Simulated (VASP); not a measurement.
Set up this calculation in VASP 6.6.1, as the native input.

| Quantity | Value |
| --- | --- |
| Task | single point |
| Functional | PBE |
| Potentials or basis | VASP PAW PBE potentials, release 64 (C) |
| Cutoff | 520 eV |
| k mesh | 12 × 12 × 12 |
| Occupations | gaussian, width 0.05 eV |
| Spin | no spin polarisation |
| Dipole correction | no |
| Further INCAR settings | ALGO = Normal; EDIFF = 1e-06; NBANDS = 11 |

The structure of C lies in POSCAR:

```
C
1.0
    0.0000000000      1.8102027300      1.7377946208
    1.8102027300      0.0000000000      1.7377946208
    1.8102027300      1.8102027300      0.0000000000
C
2
Direct
    0.5000000000      0.5000000000      0.5000000000
    0.7500000000      0.7500000000      0.7500000000
```

This cell differs from its parent crystal: ratio of the length along z to the lengths across it x 0.96, volume and fractional coordinates fixed.

One way to write it, as run:

INCAR

```
SYSTEM = C
PREC = Accurate ; ENCUT = 520
EDIFF = 1E-6 ; ISMEAR = 0
SIGMA = 0.05 ; LREAL = .FALSE.
LASPH = .TRUE. ; NELM = 100
ALGO = Normal ; ISIF = 2
LWAVE = .FALSE. ; LCHARG = .FALSE.
GGA = PE ; NBANDS = 11
```

KPOINTS

```
regular mesh
0
G
  12 12 12
  0 0 0
```

Potentials or basis: VASP PAW PBE potentials, release 64 (C).

Run with:

```console
$ cat potpaw_PBE.64/C/POTCAR > POTCAR
$ mpirun -np 1 vasp_std > vasp.out
```

Results of the run:

```
Pressure               : 0.7 GPa
Band gap on the k mesh : 3.13 eV, indirect (least direct gap 4.87 eV)
```

Wall time 14 s on 1 thread of Intel(R) Xeon(R) Platinum 8259CL CPU @ 2.50GHz (Skylake/Cascade Lake) (shared host), peak memory 0.13 GiB.
